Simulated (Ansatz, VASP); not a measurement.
**Se in VASP and in Ansatz**

```
Se
1.0
     5.45928   -2.77203    0.00000
     5.45928    2.77203    0.00000
     0.00000    0.00000    5.53179
Se
6
Direct
  0.00008 0.99992 0.75000
  0.99992 0.00008 0.25000
  0.75904 0.75912 0.25000
  0.24096 0.24088 0.75000
  0.75912 0.75904 0.75000
  0.24088 0.24096 0.25000
```

Alike in both runs: functional PBE; k mesh 8 × 8 × 8; occupations gaussian, width 0.1 eV; no spin polarisation.

Ansatz relaxed the structure, and its values are those at the end. VASP's run is a single point on that final structure, the one shown.

|  | VASP | Ansatz |
| --- | --- | --- |
| version | VASP 6.6.1 | Ansatz 0.2.0 |
| potentials or method | VASP PAW PBE potentials, release 64 (Se), cutoff 520 eV | scalar-relativistic, plane waves, PAW |
| valence electrons in the cell | 36 | 96 |

|  | VASP | Ansatz | Ansatz less VASP |
| --- | --- | --- | --- |
| gap on the k mesh at the Fermi level (eV) | none | none | - |
| pressure (GPa) | 0.0 | 0.0 | -0.02 |

A gap of «none» marks a metal or a gap that the smearing closes. The functional is the same, so the differences come from potentials, cutoffs and numerics. VASP's potentials hold 36 valence electrons a cell and Ansatz's 96, so a difference there can come from the potentials and not from the codes.
